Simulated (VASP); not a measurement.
Set up this calculation in VASP 6.6.1, as the native input.

```
Task                   : relaxation of cell and atoms
Functional             : PBE
Potentials or basis    : VASP PAW PBE potentials, release 64 (Al, O)
Cutoff                 : 600 eV
k mesh                 : 5 × 5 × 5
Occupations            : gaussian, width 0.01 eV
Spin                   : no spin polarisation
Dipole correction      : no
Further INCAR settings : ALGO = Normal; EDIFF = 1e-06; IBRION = 2; EDIFFG = -0.002; NSW = 80; ISIF = 3
```

The structure of Al2O3 lies in POSCAR:

```
Al2O3
1.0
    2.3802500000      1.3742379782      4.3318666667
   -2.3802500000      1.3742379782      4.3318666667
    0.0000000000     -2.7484759565      4.3318666667
Al O
4 6
Direct
    0.3521600000      0.3521600000      0.3521600000
    0.1478400000      0.1478400000      0.1478400000
    0.6478400000      0.6478400000      0.6478400000
    0.8521600000      0.8521600000      0.8521600000
    0.5566800000      0.9433200000      0.2500000000
    0.2500000000      0.5566800000      0.9433200000
    0.9433200000      0.2500000000      0.5566800000
    0.4433200000      0.0566800000      0.7500000000
    0.7500000000      0.4433200000      0.0566800000
    0.0566800000      0.7500000000      0.4433200000
```

One way to write it, as run:

INCAR

```
PREC = Accurate
ENCUT = 600
EDIFF = 1E-6
ISMEAR = 0
SIGMA = 0.01
LREAL = F
LASPH = T
NELM = 80
ALGO = Normal
ISIF = 3
LWAVE = F
LCHARG = F
GGA = PE
IBRION = 2
NSW = 80
EDIFFG = -0.002
```

KPOINTS

```
regular mesh
0
Gamma
  5 5 5
```

Potentials or basis: VASP PAW PBE potentials, release 64 (Al, O).

Command:

```bash
$ cat potpaw_PBE.64/Al/POTCAR potpaw_PBE.64/O/POTCAR > POTCAR
$ mpirun -np 1 vasp_std > vasp.out
```

Results of the run:

```yaml
Relaxed_volume: 8.74 Å³/atom
Relaxed_cell: a = 5.177 Å, b = 5.177 Å, c = 5.177 Å, α = 55.31°, β = 55.31°, γ = 55.31°
Space_group_after_relaxing_to_0.1_Å: R-3c (No. 167)
Energy_gained_by_relaxing: 5.1 meV/atom
Ionic_steps: 15
Pressure_after_relaxing: 0.0 GPa
Band_gap_on_the_k_mesh: 5.87 eV
```

Run time: 11 min on 1 thread of Intel Xeon 8259CL (shared host), peak memory 0.28 GiB.
